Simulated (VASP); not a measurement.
Set up this calculation in VASP 6.6.1, as the native input.

* Task: single point
* Functional: PBE
* Potentials or basis: VASP PAW PBE potentials, release 64 (Pr_3, Sc_sv, O), 4f in core
* Cutoff: 600 eV
* k mesh: 10 × 10 × 8
* Occupations: gaussian, width 0.1 eV
* Spin: no spin polarisation
* Dipole correction: no
* Further INCAR settings: ALGO = Normal; EDIFF = 1e-06; NBANDS = 21

The structure of PrScO lies in POSCAR:

```
PrScO
1.0
    3.7661977371      0.0000000000      0.0000000000
    0.0000000000      3.7661977371      0.0000000000
    0.0000000000      0.0000000000      4.2397890839
Pr Sc O
1 1 1
Direct
    0.0000000000      0.0000000000      0.5000000000
    0.5000000000      0.5000000000      0.0000000000
    0.5000000000      0.5000000000      0.5000000000
```

The input as run:

INCAR

```
PREC = Accurate ; ENCUT = 600
EDIFF = 1E-6 ; ISMEAR = 0
SIGMA = 0.1 ; LREAL = False
LASPH = True ; NELM = 200
ALGO = Normal ; ISIF = 2
LWAVE = False ; LCHARG = False
GGA = PE ; NBANDS = 21
GGA_COMPAT = False ; LMAXMIX = 6
```

KPOINTS

```
regular mesh
0
Gamma
  10 10 8
```

Potentials or basis: VASP PAW PBE potentials, release 64 (Pr_3, Sc_sv, O), 4f in core.

Launch:

```console
$ cat potpaw_PBE.64/Pr_3/POTCAR potpaw_PBE.64/Sc_sv/POTCAR potpaw_PBE.64/O/POTCAR > POTCAR
$ mpirun -np 1 vasp_std > vasp.out
```

Results of the run:

```yaml
Pressure: -2.1 GPa
Band_gap_on_the_k_mesh: zero (bands 14 and 15 overlap by 1.28 eV)
```

Caveat: spin-orbit coupling is left out, which moves the levels of the heavy elements; the 4f electrons are frozen in the core, so they carry no moment and show no levels; the run has no spin polarisation, though such a crystal can be magnetic.

Wall time 66 s on 1 thread of Intel(R) Xeon(R) 6975P-C (Granite Rapids), on a shared host, peak memory 0.31 GiB.
